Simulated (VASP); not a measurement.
Runs of VASP 6.6.1 on PbS. The structure is that of space group F-43m (No. 216), or close to it. The cells are those of the table. 

```csv
task,level,cell,k mesh,cutoff (eV),smearing,gap on the mesh (eV),pressure (GPa),relaxed volume (Å³/atom)
relaxation of cell and atoms,PBE,"relaxed from a = 4.062 Å, angles 60.0°, 2 atoms",8 × 8 × 8,600,fermi-dirac 0.02 eV,(b),0.0,36.69
single point,PBE,"a = 4.668 Å, angles 60.0°, 2 atoms",6 × 6 × 6,520,fermi-dirac 0.02 eV,(a),0.7,-
single point,PBE,"a = 4.668 Å, angles 60.0°, 2 atoms",4 × 4 × 4,520,gaussian 0.01 eV,0.80,0.7,-
relaxation of cell and atoms,PBEsol,"relaxed from a = 4.700 Å, angles 60.0°, 2 atoms",6 × 6 × 6,600,fermi-dirac 0.02 eV,0.76,0.0,35.03
```

Alike in all rows: no spin polarisation.

Q: Fill in the values left out.

A: (a) 0.91; (b) 0.85.

Caveats: spin-orbit coupling is left out, which moves the levels of the heavy elements; the volume moved by over 15 % at a fixed basis, so the end points are rough (at least some runs); the PAW data sets were made with another functional, which shifts forces and pressure a little (at least some runs).

A k mesh can miss the band edges, and the runs leave out spin-orbit coupling on Pb.
